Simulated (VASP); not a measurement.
# Al4Cu2H in VASP: notebook

The runs below take Al4Cu2H through single point, with PBE.

Everything below comes from runs of VASP 6.6.1. Logs are shortened: lines on timing, memory, paths and dates and some standing lists are left out, and cuts for length are marked.

## 1. The cell of the first run

The cell holds a slab with vacuum, 7 atoms: a = 4.089 Å, b = 4.089 Å, c = 20.361 Å, α = 90.00°, β = 90.00°, γ = 60.00°.

## 2. Single point, PBE

File INCAR:

```
SYSTEM = Al4Cu2H
PREC = Accurate
ENCUT = 520
EDIFF = 1E-6
ISMEAR = 0
SIGMA = 0.1
LREAL = .False.
LASPH = .True.
NELM = 80
ALGO = Normal
ISIF = 2
LWAVE = .False.
LCHARG = .False.
LDIPOL = .True.
IDIPOL = 3
DIPOL = 0.5 0.5 0.346
GGA = PE
NBANDS = 26
```

File KPOINTS:

```
Automatic mesh
0
Gamma
  9 9 1
  0 0 0
```

File POSCAR:

```
Al4Cu2H
1.0
    4.0889418899      0.0000000000      0.0000000000
    2.0442840433      3.5412354524      0.0000000000
    0.0000000000      0.0000000000     20.3610078836
Al Cu H
4 2 1
Direct
    0.6667174561      0.6667174561      0.1964539291
    0.3334044385      0.3334044385      0.2784404877
    0.0000542489      0.0000542489      0.3605162434
    0.6667259434      0.6667259434      0.4351949537
    0.0000609473      0.0000609473      0.2374472084
    0.3333908767      0.3333908767      0.4027831442
    0.6667259434      0.6667259434      0.5141076925
```

Potentials or basis: VASP PAW PBE potentials, release 64 (Al, Cu, H).

Started as:

```console
cat potpaw_PBE.64/Al/POTCAR potpaw_PBE.64/Cu/POTCAR potpaw_PBE.64/H/POTCAR > POTCAR
mpirun -np 1 vasp_std > vasp.out
```

OUTCAR:

```text
SYSTEM = Al4Cu2H
   PREC = Accurate
   ENCUT = 520
   EDIFF = 1E-6
   ISMEAR = 0
   LREAL = .False.
   LASPH = .True.
   NELM = 80
   ISIF = 2
   GGA = PE

 ion  position               nearest neighbor table
   1  0.667  0.667  0.196-   5 2.50   5 2.50   5 2.50   2 2.89   2 2.89   2 2.89
   2  0.333  0.333  0.278-   5 2.50   5 2.50   5 2.50   6 2.53   1 2.89   1 2.89   1 2.89   3 2.89
                             3 2.89   3 2.89
   3  0.000  0.000  0.361-   5 2.51   6 2.51   6 2.51   6 2.51   4 2.81   4 2.81   4 2.81   2 2.89
                             2 2.89   2 2.89
   4  0.667  0.667  0.435-   7 1.61   6 2.45   6 2.45   6 2.45   3 2.81   3 2.81   3 2.81
   5  0.000  0.000  0.237-   1 2.50   2 2.50   1 2.50   2 2.50   1 2.50   2 2.50   3 2.51
   6  0.333  0.333  0.403-   4 2.45   4 2.45   4 2.45   3 2.51   3 2.51   3 2.51   2 2.53
   7  0.667  0.667  0.514-   4 1.61

  LATTYP: Found a base centered orthorhombic cell.
 ALAT       =     4.0891287873
 B/A-ratio  =     1.7319452535
 C/A-ratio  =     4.9793021797

  Lattice vectors:

 A1 = (  -2.0442840433,  -3.5412354524,   0.0000000000)
 A2 = (   4.0889418899,   0.0000000000,   0.0000000000)
 A3 = (   0.0000000000,   0.0000000000,  20.3610078836)

Analysis of symmetry for initial positions (statically):
=====================================================================
 Subroutine PRICEL returns:
 Original cell was already a primitive cell.

 Routine SETGRP: Setting up the symmetry group for a
 base centered orthorhombic supercell.

 Subroutine GETGRP returns: Found  2 space group operations
 (whereof  2 operations were pure point group operations)
 out of a pool of  8 trial point group operations.

The static configuration has the point symmetry C_1h.

Analysis of symmetry for dynamics (positions and initial velocities):
=====================================================================
 Subroutine PRICEL returns:
 Original cell was already a primitive cell.

 Routine SETGRP: Setting up the symmetry group for a
 base centered orthorhombic supercell.

 Subroutine GETGRP returns: Found  2 space group operations
 (whereof  2 operations were pure point group operations)
 out of a pool of  8 trial point group operations.

The dynamic configuration has the point symmetry C_1h.

 Subroutine INISYM returns: Found  2 space group operations
 (whereof  2 operations are pure point group operations),
 and found     1 'primitive' translations

----------------------------------------------------------------------------------------

                                     Primitive cell

  volume of cell :     294.8255

  direct lattice vectors                    reciprocal lattice vectors
     4.088941890  0.000000000  0.000000000     0.244562047 -0.141180754  0.000000000
     2.044284043  3.541235452  0.000000000     0.000000000  0.282387323  0.000000000
     0.000000000  0.000000000 20.361007884     0.000000000  0.000000000  0.049113482

  length of vectors
     4.088941890  4.088941890 20.361007884     0.282387323  0.282387323  0.049113482

  position of ions in fractional coordinates (direct lattice)
     0.666717456  0.666717456  0.196453929
     0.333404438  0.333404438  0.278440488
     0.000054249  0.000054249  0.360516243
     0.666725943  0.666725943  0.435194954
     0.000060947  0.000060947  0.237447208
     0.333390877  0.333390877  0.402783144
     0.666725943  0.666725943  0.514107692

  ion indices of the primitive-cell ions
   primitive index   ion index
                 1           1
                 2           2
                 3           3
                 4           4
                 5           5
                 6           6
                 7           7

----------------------------------------------------------------------------------------

 KPOINTS: Automatic mesh

Automatic generation of k-mesh.
 Grid dimensions read from file:
 generate k-points for:    9    9    1

 Generating k-lattice:

  Cartesian coordinates                     Fractional coordinates (reciprocal lattice)
     0.027173561 -0.015686750  0.000000000     0.111111111  0.000000000  0.000000000
     0.000000000  0.031376369  0.000000000     0.000000000  0.111111111  0.000000000
     0.000000000  0.000000000  0.049113482     0.000000000  0.000000000  1.000000000

  Length of vectors
     0.031376369  0.031376369  0.049113482

  Shift w.r.t. Gamma in fractional coordinates (k-lattice)
     0.000000000  0.000000000  0.000000000

 Subroutine IBZKPT returns following result:
 ===========================================

 Found     25 irreducible k-points:

 Following reciprocal coordinates:
            Coordinates               Weight
  0.000000  0.000000  0.000000      1.000000
  0.111111 -0.000000  0.000000      4.000000
  0.222222  0.000000  0.000000      4.000000
  0.333333  0.000000  0.000000      4.000000
  0.444444  0.000000  0.000000      4.000000
  0.111111  0.111111  0.000000      2.000000
[... 16 lines left out ...]
 -0.333333  0.333333  0.000000      2.000000
  0.444444  0.444444  0.000000      2.000000
   k-points           NKPTS =     25   k-points in BZ     NKDIM =     25   number of bands    NBANDS=     26
   number of dos      NEDOS =    301   number of ions     NIONS =      7
   total plane-waves  NPLWV = 144000
   dimension x,y,z NGX =    30 NGY =   30 NGZ =  160
   dimension x,y,z NGXF=    60 NGYF=   60 NGZF=  320
   ions per type =               4   2   1
   NGX,Y,Z   is equivalent  to a cutoff of  12.20, 12.20, 13.06 a.u.
   NGXF,Y,Z  is equivalent  to a cutoff of  24.39, 24.39, 26.13 a.u.
 SYSTEM =  Al4Cu2H
   PREC   = accura    normal or accurate (medium, high low for compatibility)
   ISTART =      0    job   : 0-new  1-cont  2-samecut
   ICHARG =      2    charge: 1-file 2-atom 10-const
   ISPIN  =      1    spin polarized calculation?
   LNONCOLLINEAR =      F non collinear calculations
   LSORBIT =      F    spin-orbit coupling
   LASPH  =      T    aspherical Exc in radial PAW
   ENCUT  =  520.0 eV  38.22 Ry    6.18 a.u.   7.60  7.60 37.86*2*pi/ulx,y,z
   NELM   =     80;   NELMIN=  2; NELMDL= -5     # of ELM steps
   EDIFF  = 0.1E-05   stopping-criterion for ELM
   LREAL  =      F    real-space projection
   EDIFFG = 0.1E-04   stopping-criterion for IOM
   NSW    =      0    number of steps for IOM
   IBRION =     -1    ionic relax: 0-MD 1-quasi-New 2-CG
   NFREE  =      0    steps in history (QN), initial steepest desc. (CG)
   ISIF   =      2    stress and relaxation
   ISYM   =      2    0-nonsym 1-usesym 2-fastsym
   POTIM  = 0.5000    time-step for ionic-motion
   TEBEG  =    0.0;   TEEND  =   0.0 temperature during run
   PSTRESS=    0.0 pullay stress
   NELECT =      35.0000    total number of electrons
   NUPDOWN=      -1.0000    fix difference up-down
   EMIN   =  10.00;   EMAX   =-10.00  energy-range for DOS
   EFERMI =   0.00;   METHOD = LEGACY
   ISMEAR =     0;   SIGMA  =   0.10  broadening in eV -4-tet -1-fermi 0-gaus
   EFERMI_NEDOS =   21; number of points for ismear=-14 and -15
   IALGO  =     38    algorithm
   IMIX   =      4    mixing-type and parameters
     AMIX     =   0.40;   BMIX     =  1.00
     AMIX_MAG =   1.60;   BMIX_MAG =  1.00
  volume/ion in A,a.u.               =      42.12       284.23
  Fermi-wavevector in a.u.,A,eV,Ry     =   0.804592  1.520459  8.807986  0.647369
  Thomas-Fermi vector in A             =   1.912678
   LORBIT       =      0    0 simple, 1 ext, 2 COOP (PROOUT), +10 PAW based schemes
   GGA     = PE    functional components
   LHFCALC =     F    Hartree Fock is set to
   AEXX    =    0.0000 exact exchange contribution
   IVDW    =     0    specifies the selected vdW correction
   LEPSILON=     F    determine dielectric tensor
   LRPA    =     F    only Hartree local field effects (RPA)
 non-spin polarized calculation
 Gauss-broadening in eV      SIGMA  =   0.10
  energy-cutoff  :      520.00
  volume of cell :      294.83
 maximum number of plane-waves:      7989
   NGX = 15   NGY = 15   NGZ = 75

 number of electron      34.9999970 magnetization

 dipolmoment           0.000000      0.000000      0.154975 electrons x Angstroem

 Free energy of the ion-electron system (eV)
  ---------------------------------------------------
  ext. energy  EPLUGINS =         0.00000000
  ---------------------------------------------------
  free energy    TOTEN  =       -24.56899520 eV

  energy without entropy =      -24.55773718  energy(sigma->0) =      -24.56336619

 E-fermi :  -0.8144     XC(G=0):  -4.3905

 val. band max:       -0.8560275244   @ k =   0.1111   0.1111   0.0000
 cond. band min:      -0.7358237326   @ k =   0.4444   0.4444   0.0000
 fundamental gap:      0.1202037918
 Fermi energy:        -0.8144359996

 k-point     1 :       0.0000    0.0000    0.0000
  band No.  band energies     occupation
      1     -10.3706      2.00000
      2      -8.8288      2.00000
      3      -6.0283      2.00000
      4      -5.0359      2.00000
      5      -5.0359      2.00000
      6      -4.9741      2.00000
[... 18 lines left out ...]
     25       2.8499      0.00000
     26       3.3288      0.00000

 k-point     2 :       0.1111   -0.0000    0.0000
  band No.  band energies     occupation
      1     -10.2255      2.00000
      2      -8.6834      2.00000
      3      -5.9732      2.00000
      4      -5.1199      2.00000
      5      -5.0077      2.00000
      6      -4.9976      2.00000
[... 18 lines left out ...]
     25       3.9224      0.00000
[... 608 lines left out ...]
     25       5.1313      0.00000
     26       5.3882      0.00000

 k-point    24 :       0.4444    0.4444    0.0000
  band No.  band energies     occupation
      1      -8.1599      2.00000
      2      -6.9657      2.00000
      3      -6.6574      2.00000
      4      -5.8704      2.00000
      5      -5.2172      2.00000
      6      -4.8758      2.00000
[... 18 lines left out ...]
     25       4.3374      0.00000
     26       4.9695      0.00000

 [... further k-points ...]

------------------------ aborting loop because EDIFF is reached ----------------------------------------

 vacuum level on the upper side and lower side of the slab       (xc-potential included)         0.932        -0.956

  FORCE on cell =-STRESS in cart. coord.  units (eV):
  Direction    XX          YY          ZZ          XY          YZ          ZX
  --------------------------------------------------------------------------------------
  -------------------------------------------------------------------------------------
  Total        1.3658026      1.3649204     -1.6760498      0.0007641     -0.0000935     -0.0001619
  in kB        7.4222144      7.4174204     -9.1081983      0.0041522     -0.0005081     -0.0008798
  external PRESSURE =       1.9104788 kB  Pullay stress =       0.0000000 kB

 VOLUME and BASIS-vectors are now :
 -----------------------------------------------------------------------------
  energy-cutoff  :      520.00
  volume of cell :      294.83
      direct lattice vectors                 reciprocal lattice vectors
     4.088941890  0.000000000  0.000000000     0.244562047 -0.141180754  0.000000000
     2.044284043  3.541235452  0.000000000     0.000000000  0.282387323  0.000000000
     0.000000000  0.000000000 20.361007884     0.000000000  0.000000000  0.049113482

 POSITION                                       TOTAL-FORCE (eV/Angst)
 -----------------------------------------------------------------------------------
      4.08913      2.36100      4.00000         0.000211      0.000122      0.771581
      2.04484      1.18066      5.66933        -0.000233     -0.000134     -0.420797
      0.00033      0.00019      7.34047        -0.000034     -0.000020      0.248419
      4.08918      2.36103      8.86101         0.000129      0.000075      0.212065
      0.00037      0.00022      4.83466         0.000017      0.000010     -0.167033
      2.04476      1.18062      8.20107        -0.000078     -0.000045     -0.659227
      4.08918      2.36103     10.46775        -0.000011     -0.000006      0.014991
 -----------------------------------------------------------------------------------
    total drift:                                0.000101      0.000059     -0.002214

  FREE ENERGIE OF THE ION-ELECTRON SYSTEM (eV)
  ---------------------------------------------------
  free  energy   TOTEN  =       -24.5689952037 eV

  energy  without entropy=      -24.5577371807  energy(sigma->0) =      -24.56336619

 vacuum level on the upper side and lower side of the slab         4.781         2.844
```

Wall time 5.8 min (1 thread of Intel Xeon Platinum 8488C (Sapphire Rapids), shared host); peak memory 0.46 GiB.

Results:

| Property | Result |
| --- | --- |
| Free energy | -24.5690 eV |
| Largest force | 0.772 eV/Å |
| Band gap on the k mesh | zero (an odd number of electrons rules out a gap without spin polarisation) |

Forces in eV/Å, atoms in the order of the input:
```
Al   0.000  0.000  0.772
Al   0.000  0.000 -0.421
Al   0.000  0.000  0.248
Al   0.000  0.000  0.212
Cu   0.000  0.000 -0.167
Cu   0.000  0.000 -0.659
H    0.000  0.000  0.015
```

Levels at points of the mesh, in eV from the Fermi level:
| k point | band 16 | band 17 | band 18 | band 19 | band 20 | band 21 |
| --- | --- | --- | --- | --- | --- | --- |
| (0.00, 0.00, 0.00) | 1.27 | 1.27 | 2.40 | 2.40 | 2.95 | 3.47 |

## 3. Single point, PBE

File INCAR:

```
SYSTEM = Al4Cu2H
PREC     = Accurate       ! precision mode
ENCUT    = 520            ! plane-wave cutoff, eV
EDIFF    = 1E-6           ! SCF threshold, eV
ISMEAR   = 0              ! smearing method
SIGMA    = 0.1            ! smearing width, eV
LREAL    = .FALSE.        ! projectors in reciprocal space
LASPH    = .TRUE.         ! aspherical terms in the spheres
NELM     = 80             ! most SCF steps
ALGO     = Normal         ! electronic algorithm
ISIF     = 2              ! what is computed and relaxed
LWAVE    = .FALSE.        ! write WAVECAR
LCHARG   = .TRUE.         ! write CHGCAR
LDIPOL   = .TRUE.       
IDIPOL   = 3            
DIPOL    = 0.5 0.5 0.342
GGA      = PE             ! functional
LELF     = .TRUE.         ! ELF
LVHAR    = .TRUE.       
LVACPOTAV= .TRUE.       
NBANDS   = 26             ! bands
```

File KPOINTS:

```
regular mesh
0
G
  9 9 1
  0 0 0
```

POSCAR: that of step 2 with these lines changed.

```diff
@@ -14,2 +14,2 @@
     0.3333908767      0.3333908767      0.4027831442
-    0.6667259434      0.6667259434      0.5141076925
+    1.3333926101      1.3333926101      0.4804114169
```

Potentials or basis: VASP PAW PBE potentials, release 64 (Al, Cu, H).

Started as:

```console
cat potpaw_PBE.64/Al/POTCAR potpaw_PBE.64/Cu/POTCAR potpaw_PBE.64/H/POTCAR > POTCAR
mpirun -np 1 vasp_std > vasp.out
```

Run time: 5 min. Hardware: 1 thread of Intel Xeon Platinum 8488C (Sapphire Rapids), shared host; peak memory 0.45 GiB.

Results (log left out):

| Item | Value |
| --- | --- |
| Free energy | -24.5540 eV |
| Largest force | 0.632 eV/Å |
| Band gap on the k mesh | zero (an odd number of electrons rules out a gap without spin polarisation) |

Forces on the atoms (eV/Å):
```
Al   0.000  0.000  0.608
Al   0.000  0.000 -0.173
Al   0.000  0.000 -0.429
Al   0.000  0.000 -0.454
Cu   0.000  0.000 -0.234
Cu   0.000  0.000  0.632
H    0.000  0.000  0.051
```

Levels at points of the mesh, in eV from the Fermi level:
| k point | band 15 | band 16 | band 17 | band 18 | band 19 | band 20 | band 21 | band 22 |
| --- | --- | --- | --- | --- | --- | --- | --- | --- |
| (0.00, 0.00, 0.00) | 0.88 | 0.88 | 0.90 | 1.93 | 1.93 | 2.02 | 2.98 | 3.02 |

(Part 1 of 2 ends here.)
